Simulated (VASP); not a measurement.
# Eu (Im-3m) in VASP: notebook

Eu is run at these levels: LDA; tasks: relaxation of cell and atoms.

Everything below comes from runs of VASP 6.6.1. Logs are shortened: lines on timing, memory, paths and dates and some standing lists are left out, and cuts for length are marked.

## Step 1: The cell of the first run

It takes space group Im-3m (No. 229, cubic). The conventional cell has a = 3.456 Å, b = 3.456 Å, c = 3.456 Å, α = 90.00°, β = 90.00°, γ = 90.00°. Eu (site symmetry m-3m) has 14 Eu at 2.99 to 3.46 Å within 3.9 Å.

## Step 2: Relaxation of cell and atoms, LDA, collinear spin, ferromagnetic start, target pressure 22 GPa, at which the enthalpy is minimised

Contents of INCAR:

```
SYSTEM = Eu
PREC = Accurate
ENCUT = 600
EDIFF = 1E-6
ISMEAR = -1
SIGMA = 0.1
LREAL = .FALSE.
LASPH = .TRUE.
NELM = 150
ALGO = Normal
ISIF = 3
LWAVE = .FALSE.
LCHARG = .FALSE.
ISPIN = 2
MAGMOM = 7
LORBIT = 11
LMAXMIX = 6
GGA = CA
IBRION = 2
NSW = 60
EDIFFG = -0.005
PSTRESS = 220.0
```

Contents of KPOINTS:

```
regular mesh
0
G
  16 16 16
  0 0 0
```

Contents of POSCAR:

```
Eu
1.0
   -1.7279402351      1.7279402351      1.7279402351
    1.7279402351     -1.7279402351      1.7279402351
    1.7279402351      1.7279402351     -1.7279402351
Eu
1
Direct
    0.0000000000      0.0000000000      0.0000000000
```

Potentials or basis: VASP PAW PBE potentials, release 64 (Eu).

Command:

```console
cat potpaw_PBE.64/Eu/POTCAR > POTCAR
mpirun -np 1 vasp_std > vasp.out
```

OUTCAR:

```text
SYSTEM = Eu
   PREC = Accurate
   ENCUT = 600
   EDIFF = 1E-6
   ISMEAR = -1
   LREAL = .FALSE.
   LASPH = .TRUE.
   NELM = 150
   ISIF = 3
   ISPIN = 2
   LORBIT = 11
   GGA = CA
   IBRION = 2
   NSW = 60
   EDIFFG = -0.005
   PSTRESS = 220.0

 ion  position               nearest neighbor table
   1  0.000  0.000  0.000-

  LATTYP: Found a body centered cubic cell.
 ALAT       =     3.4558804702

  Lattice vectors:

 A1 = (  -1.7279402351,   1.7279402351,   1.7279402351)
 A2 = (   1.7279402351,  -1.7279402351,   1.7279402351)
 A3 = (   1.7279402351,   1.7279402351,  -1.7279402351)

Analysis of symmetry for initial positions (statically):
=====================================================================
 Subroutine PRICEL returns:
 Original cell was already a primitive cell.

 Routine SETGRP: Setting up the symmetry group for a
 body centered cubic supercell.

 Subroutine GETGRP returns: Found 48 space group operations
 (whereof 48 operations were pure point group operations)
 out of a pool of 48 trial point group operations.

The static configuration has the point symmetry O_h .

Analysis of symmetry for dynamics (positions and initial velocities):
=====================================================================
 Subroutine PRICEL returns:
 Original cell was already a primitive cell.

 Routine SETGRP: Setting up the symmetry group for a
 body centered cubic supercell.

 Subroutine GETGRP returns: Found 48 space group operations
 (whereof 48 operations were pure point group operations)
 out of a pool of 48 trial point group operations.

The dynamic configuration has the point symmetry O_h .

Analysis of structural, dynamic, and magnetic symmetry:
=====================================================================
 Subroutine PRICEL returns:
 Original cell was already a primitive cell.

 Routine SETGRP: Setting up the symmetry group for a
 body centered cubic supercell.

 Subroutine GETGRP returns: Found 48 space group operations
 (whereof 48 operations were pure point group operations)
 out of a pool of 48 trial point group operations.

The overall configuration has the point symmetry O_h .

 Subroutine INISYM returns: Found 48 space group operations
 (whereof 48 operations are pure point group operations),
 and found     1 'primitive' translations

----------------------------------------------------------------------------------------

                                     Primitive cell

  volume of cell :      20.6370

  direct lattice vectors                    reciprocal lattice vectors
    -1.727940235  1.727940235  1.727940235     0.000000000  0.289361860  0.289361860
     1.727940235 -1.727940235  1.727940235     0.289361860  0.000000000  0.289361860
     1.727940235  1.727940235 -1.727940235     0.289361860  0.289361860  0.000000000

  length of vectors
     2.992880280  2.992880280  2.992880280     0.409219467  0.409219467  0.409219467

  position of ions in fractional coordinates (direct lattice)
     0.000000000  0.000000000  0.000000000

  ion indices of the primitive-cell ions
   primitive index   ion index
                 1           1

----------------------------------------------------------------------------------------

 KPOINTS: regular mesh

Automatic generation of k-mesh.
 Grid dimensions read from file:
 generate k-points for:   16   16   16

 Generating k-lattice:

  Cartesian coordinates                     Fractional coordinates (reciprocal lattice)
     0.000000000  0.018085116  0.018085116     0.062500000  0.000000000  0.000000000
     0.018085116  0.000000000  0.018085116     0.000000000  0.062500000  0.000000000
     0.018085116  0.018085116  0.000000000     0.000000000  0.000000000  0.062500000

  Length of vectors
     0.025576217  0.025576217  0.025576217

  Shift w.r.t. Gamma in fractional coordinates (k-lattice)
     0.000000000  0.000000000  0.000000000

 Subroutine IBZKPT returns following result:
 ===========================================

 Found    145 irreducible k-points:

 Following reciprocal coordinates:
            Coordinates               Weight
  0.000000  0.000000  0.000000      1.000000
  0.062500  0.000000  0.000000     12.000000
  0.125000  0.000000  0.000000     12.000000
  0.187500  0.000000  0.000000     12.000000
  0.250000  0.000000  0.000000     12.000000
  0.312500  0.000000  0.000000     12.000000
[... 16 lines left out ...]
  0.187500  0.187500  0.000000     24.000000
  0.250000  0.187500  0.000000     48.000000
 [... further k-points ...]
   k-points           NKPTS =    145   k-points in BZ     NKDIM =    145   number of bands    NBANDS=     16
   number of dos      NEDOS =    301   number of ions     NIONS =      1
   total plane-waves  NPLWV =  13824
   dimension x,y,z NGX =    24 NGY =   24 NGZ =   24
   dimension x,y,z NGXF=    48 NGYF=   48 NGZF=   48
   ions per type =               1
   NGX,Y,Z   is equivalent  to a cutoff of  13.33, 13.33, 13.33 a.u.
   NGXF,Y,Z  is equivalent  to a cutoff of  26.66, 26.66, 26.66 a.u.
 SYSTEM =  Eu
   PREC   = accura    normal or accurate (medium, high low for compatibility)
   ISTART =      0    job   : 0-new  1-cont  2-samecut
   ICHARG =      2    charge: 1-file 2-atom 10-const
   ISPIN  =      2    spin polarized calculation?
   LNONCOLLINEAR =      F non collinear calculations
   LSORBIT =      F    spin-orbit coupling
   LASPH  =      T    aspherical Exc in radial PAW
   ENCUT  =  600.0 eV  44.10 Ry    6.64 a.u.   5.98  5.98  5.98*2*pi/ulx,y,z
   NELM   =    150;   NELMIN=  2; NELMDL= -5     # of ELM steps
   EDIFF  = 0.1E-05   stopping-criterion for ELM
   LREAL  =      F    real-space projection
   EDIFFG = -.5E-02   stopping-criterion for IOM
   NSW    =     60    number of steps for IOM
   IBRION =      2    ionic relax: 0-MD 1-quasi-New 2-CG
   NFREE  =      1    steps in history (QN), initial steepest desc. (CG)
   ISIF   =      3    stress and relaxation
   ISYM   =      2    0-nonsym 1-usesym 2-fastsym
   POTIM  = 0.5000    time-step for ionic-motion
   TEBEG  =    0.0;   TEEND  =   0.0 temperature during run
   PSTRESS=  220.0 pullay stress
   NELECT =      17.0000    total number of electrons
   NUPDOWN=      -1.0000    fix difference up-down
   EMIN   =  10.00;   EMAX   =-10.00  energy-range for DOS
   EFERMI =   0.00;   METHOD = LEGACY
   ISMEAR =    -1;   SIGMA  =   0.10  broadening in eV -4-tet -1-fermi 0-gaus
   EFERMI_NEDOS =   21; number of points for ismear=-14 and -15
   IALGO  =     38    algorithm
   IMIX   =      4    mixing-type and parameters
     AMIX     =   0.40;   BMIX     =  1.00
     AMIX_MAG =   1.60;   BMIX_MAG =  1.00
  volume/ion in A,a.u.               =      20.64       139.27
  Fermi-wavevector in a.u.,A,eV,Ry     =   1.534649  2.900066 32.043732  2.355148
  Thomas-Fermi vector in A             =   2.641548
   LORBIT       =     11    0 simple, 1 ext, 2 COOP (PROOUT), +10 PAW based schemes
   GGA     = CA    functional components
   LHFCALC =     F    Hartree Fock is set to
   AEXX    =    0.0000 exact exchange contribution
   IVDW    =     0    specifies the selected vdW correction
   LEPSILON=     F    determine dielectric tensor
   LRPA    =     F    only Hartree local field effects (RPA)
 conjugate gradient relaxation of ions
 spin polarized calculation
  energy-cutoff  :      600.00
  volume of cell :       20.64
 maximum number of plane-waves:       704
   NGX = 11   NGY = 11   NGZ = 11

--------------------------------------- Ionic step        1  -------------------------------------------

 number of electron      17.0000002 magnetization       7.0765590

 Free energy of the ion-electron system (eV)
  ---------------------------------------------------
  ext. energy  EPLUGINS =         0.00000000
  ---------------------------------------------------
  free energy    TOTEN  =       -10.74348932 eV

  energy without entropy =      -10.68547545  energy(sigma->0) =      -10.71448239

------------------------ aborting loop because EDIFF is reached ----------------------------------------

  FORCE on cell =-STRESS in cart. coord.  units (eV):
  Direction    XX          YY          ZZ          XY          YZ          ZX
  --------------------------------------------------------------------------------------
  -------------------------------------------------------------------------------------
  Total        3.0864947      3.0864947      3.0864947     -0.0000000      0.0000000     -0.0000000
  in kB      239.6238162    239.6238162    239.6238162     -0.0000000      0.0000000     -0.0000000
  external PRESSURE =      19.6238162 kB  Pullay stress =     220.0000000 kB

 VOLUME and BASIS-vectors are now :
 -----------------------------------------------------------------------------
  energy-cutoff  :      600.00
  volume of cell :       20.64
      direct lattice vectors                 reciprocal lattice vectors
    -1.727940235  1.727940235  1.727940235     0.000000000  0.289361860  0.289361860
     1.727940235 -1.727940235  1.727940235     0.289361860  0.000000000  0.289361860
     1.727940235  1.727940235 -1.727940235     0.289361860  0.289361860  0.000000000
[... 44 lines left out ...]
  FREE ENERGIE OF THE ION-ELECTRON SYSTEM (eV)
  ---------------------------------------------------
  free  energy   TOTEN  =       -10.8502063704 eV

  energy  without entropy=      -10.7913286917  energy(sigma->0) =      -10.82076753

  enthalpy is  TOTEN    =        -7.9115441944 eV   P V=        2.9386621760

--------------------------------------- Ionic step        3  -------------------------------------------

 number of electron      17.0000005 magnetization       7.0827501

 Free energy of the ion-electron system (eV)
  ---------------------------------------------------
  ext. energy  EPLUGINS =         0.00000000
  ---------------------------------------------------
  free energy    TOTEN  =       -10.81115626 eV

  energy without entropy =      -10.75263899  energy(sigma->0) =      -10.78189763

 E-fermi :   5.1875     XC(G=0): -12.4230

 val. band max:        5.1859934371   @ k =   0.3125   0.1250   0.0625
 cond. band min:       5.1904718229   @ k =  -0.3750   0.4375   0.2500
 fundamental gap:      0.0044783858
 Fermi energy:         5.1875290064

 spin component 1

 k-point     1 :       0.0000    0.0000    0.0000
  band No.  band energies     occupation
      1     -36.3420      1.00000
      2     -13.4939      1.00000
      3     -13.4939      1.00000
      4     -13.4939      1.00000
      5       0.8523      1.00000
      6       4.0558      0.99999
[... 8 lines left out ...]
     15       7.3474      0.00000
     16      10.7998      0.00000
[... 419 lines left out ...]
 k-point    24 :       0.2500    0.1875    0.0000
  band No.  band energies     occupation
      1     -35.8536      1.00000
      2     -15.9986      1.00000
      3     -14.5669      1.00000
      4     -13.7991      1.00000
      5       3.4384      1.00000
      6       3.9808      0.99999
[... 8 lines left out ...]
     15      10.4345      0.00000
     16      12.4449      0.00000

 [... further k-points ...]

 spin component 2

 k-point     1 :       0.0000    0.0000    0.0000
  band No.  band energies     occupation
      1     -33.6365      1.00000
      2     -11.2110      1.00000
      3     -11.2110      1.00000
      4     -11.2110      1.00000
      5       1.9312      1.00000
      6       8.0038      0.00000
[... 8 lines left out ...]
     15       9.4527      0.00000
     16      11.9744      0.00000
[... 459 lines left out ...]
 POSITION                                       TOTAL-FORCE (eV/Angst)
 -----------------------------------------------------------------------------------
      0.00000      0.00000      0.00000         0.000000      0.000000     -0.000000
 -----------------------------------------------------------------------------------
    total drift:                               -0.000000     -0.000000      0.000000

  FREE ENERGIE OF THE ION-ELECTRON SYSTEM (eV)
  ---------------------------------------------------
  free  energy   TOTEN  =       -10.8111562607 eV

  energy  without entropy=      -10.7526389936  energy(sigma->0) =      -10.78189763

  enthalpy is  TOTEN    =        -7.9126479861 eV   P V=        2.8985082746

 reached required accuracy - stopping structural energy minimisation

 total charge

# of ion       s       p       d       f       tot
--------------------------------------------------
    1        2.122   5.595   0.876   6.475  15.068

 magnetization (x)

# of ion       s       p       d       f       tot
--------------------------------------------------
    1        0.017  -0.042   0.260   6.415   6.649
```

Wall time 4.8 min (1 thread of AMD EPYC 9R14 (Zen 4), shared host); peak memory 0.2 GiB.

What came out:

| Quantity | Value |
| --- | --- |
| Free energy | -10.8112 eV |
| Relaxed volume | 21.11 Å³/atom |
| Relaxed cell | a = 3.016 Å, b = 3.016 Å, c = 3.016 Å, α = 109.47°, β = 109.47°, γ = 109.47° |
| Space group after relaxing (to 0.1 Å) | Im-3m (No. 229) |
| Energy change on relaxing (the run minimises the enthalpy) | -67.7 meV/atom |
| Ionic steps | 3 |
| Pressure after relaxing | 22.0 GPa |
| Net moment | 7.08 μB per cell |
| Site moments | Eu +6.65 μB |
| Valence electrons inside the program's atomic spheres | Eu 15.07 |

Step by step:
| step | energy change (eV) | largest force (eV/Å) | pressure (GPa) | volume (Å³) |
| --- | --- | --- | --- | --- |
| 1 | 0.0000 | 0.0000 | 23.96 | 20.64 |
| 2 | -0.1067 | 0.0000 | 20.81 | 21.40 |
| 3 | -0.0677 | 0.0000 | 22.04 | 21.11 |

Final structure:
```
Eu
1.0
    -1.74101    1.74101    1.74101
     1.74101   -1.74101    1.74101
     1.74101    1.74101   -1.74101
Eu
1
Direct
  0.00000 0.00000 0.00000
```

Levels at points of the mesh, in eV from the Fermi level:
Spin up:
```tsv
k point	band 10	band 11	band 12	band 13	band 14	band 15
(0.00, 0.00, 0.00)	-0.44	-0.44	-0.27	2.16	2.16	2.16
(0.50, 0.00, 0.00)	-0.56	-0.47	-0.47	-0.37	5.35	6.05
(0.50, 0.50, 0.50)	-0.76	-0.37	-0.37	-0.37	9.75	9.75
```
Spin down:
```tsv
k point	band 3	band 4	band 5	band 6	band 7	band 8
(0.00, 0.00, 0.00)	-16.40	-16.40	-3.26	2.82	2.82	2.82
(0.50, 0.00, 0.00)	-17.46	-16.50	-1.97	0.49	2.86	3.15
(0.50, 0.50, 0.50)	-18.70	-18.70	-2.50	-2.50	3.13	3.46
```

Caveat: the cell is relaxed towards a set pressure, so the run minimises the enthalpy, not the energy; the PAW data sets were made with another functional, which shifts forces and pressure a little; spin-orbit coupling is left out, which moves the levels of the heavy elements; semilocal functionals describe open f shells poorly, which spoils levels, moments and volumes. The state reached can hang on the start; a lower one may exist.

## Step 3: Relaxation of cell and atoms, LDA, collinear spin, ferromagnetic start, target pressure 22 GPa, at which the enthalpy is minimised

This run uses another cell than the first one, of 21.07 Å³/atom.

Contents of INCAR:

```
SYSTEM = Eu
ALGO = Normal
EDIFF = 1E-7
EDIFFG = -0.005
ENCUT = 600
GGA = CA
IBRION = 2
ISIF = 3
ISMEAR = -1
ISPIN = 2
LASPH = .True.
LCHARG = .False.
LMAXMIX = 6
LORBIT = 11
LREAL = .False.
LWAVE = .False.
MAGMOM = 7
NELM = 150
NSW = 32
PREC = Accurate
PSTRESS = 220.0
SIGMA = 0.1
```

Contents of KPOINTS:

```
k-points
0
Gamma
  16 16 16
  0 0 0
```

Contents of POSCAR:

```
Eu
1.0
   -1.7399106061      1.7399106061      1.7399106061
    1.7399106061     -1.7399106061      1.7399106061
    1.7399106061      1.7399106061     -1.7399106061
Eu
1
Direct
    0.0000000000      0.0000000000      0.0000000000
```

Potentials or basis: VASP PAW PBE potentials, release 64 (Eu).

Command:

```console
cat potpaw_PBE.64/Eu/POTCAR > POTCAR
mpirun -np 1 vasp_std > vasp.out
```

Wall time 4.8 min (1 thread of AMD EPYC 9R14 (Zen 4), shared host); peak memory 0.2 GiB.

It converged, with:

```yaml
Free_energy: -10.8105 eV
Relaxed_volume: 21.10 Å³/atom
Relaxed_cell: a = 3.015 Å, b = 3.015 Å, c = 3.015 Å, α = 109.47°, β = 109.47°, γ = 109.47°
Space_group_after_relaxing_to_0.1_Å: Im-3m (No. 229)
Energy_change_on_relaxing_the_run_minimises_the_enthalpy: -4.7 meV/atom
Ionic_steps: 3
Pressure_after_relaxing: 22.0 GPa
Net_moment: 7.08 μB per cell
Site_moments: Eu +6.65 μB
Valence_electrons_inside_the_program's_atomic_spheres: Eu 15.07
```

Step by step:
| step | energy change (eV) | largest force (eV/Å) | pressure (GPa) | volume (Å³) |
| --- | --- | --- | --- | --- |
| 1 | 0.0000 | 0.0000 | 22.14 | 21.07 |
| 2 | -0.0079 | 0.0000 | 21.90 | 21.13 |
| 3 | -0.0047 | 0.0000 | 22.01 | 21.10 |

Final structure:
```
Eu
1.0
    -1.74084    1.74084    1.74084
     1.74084   -1.74084    1.74084
     1.74084    1.74084   -1.74084
Eu
1
Direct
  0.00000 0.00000 0.00000
```

Levels at points of the mesh, in eV from the Fermi level:
Spin up:
| k point | band 9 | band 10 | band 11 | band 12 | band 13 | band 14 | band 15 | band 16 |
| --- | --- | --- | --- | --- | --- | --- | --- | --- |
| (0.00, 0.00, 0.00) | -0.44 | -0.44 | -0.44 | -0.27 | 2.16 | 2.16 | 2.16 | 5.61 |
| (0.50, 0.00, 0.00) | -0.60 | -0.56 | -0.47 | -0.47 | -0.37 | 5.36 | 6.05 | 7.21 |
| (0.50, 0.50, 0.50) | -0.76 | -0.76 | -0.37 | -0.37 | -0.37 | 9.75 | 9.75 | 9.75 |
Spin down:
| k point | band 3 | band 4 | band 5 | band 6 | band 7 | band 8 |
| --- | --- | --- | --- | --- | --- | --- |
| (0.00, 0.00, 0.00) | -16.40 | -16.40 | -3.26 | 2.82 | 2.82 | 2.82 |
| (0.50, 0.00, 0.00) | -17.46 | -16.50 | -1.97 | 0.49 | 2.85 | 3.15 |
| (0.50, 0.50, 0.50) | -18.70 | -18.70 | -2.50 | -2.50 | 3.13 | 3.46 |

Caveat: the cell is relaxed towards a set pressure, so the run minimises the enthalpy, not the energy; the PAW data sets were made with another functional, which shifts forces and pressure a little; spin-orbit coupling is left out, which moves the levels of the heavy elements; semilocal functionals describe open f shells poorly, which spoils levels, moments and volumes. The state reached can hang on the start; a lower one may exist.
